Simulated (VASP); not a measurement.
Here is a VASP 6.6.1 calculation.

INCAR

```
PREC = Accurate ; ENCUT = 520
EDIFF = 1E-6 ; ISMEAR = 0
SIGMA = 0.013000000000000001 ; LREAL = False
LASPH = True ; NELM = 60
ALGO = Normal ; ISIF = 2
LWAVE = False ; LCHARG = False
GGA = PE ; NBANDS = 15
```

The input KPOINTS:

```
regular mesh
0
Gamma
  11 11 11
```

POSCAR

```
TiC
1.0
    0.0000000000      2.1657188437      2.1657188437
    2.1657188437      0.0000000000      2.1657188437
    2.1657188437      2.1657188437      0.0000000000
Ti C
1 1
Direct
    0.0000000000      0.0000000000      0.0000000000
    0.5000000000      0.5000000000      0.5000000000
```

Potentials or basis: VASP PAW PBE potentials, release 64 (Ti_sv, C).

Command:

```sh
$ cat potpaw_PBE.64/Ti_sv/POTCAR potpaw_PBE.64/C/POTCAR > POTCAR
$ mpirun -np 1 vasp_std > vasp.out
```

(1) Estimate the pressure.

(2) Estimate the band gap on the k mesh.

## Answers

(1) 0.5 GPa.

(2) zero (band 8 reaches 10.10 eV, above the bottom of band 9 at 9.00 eV).
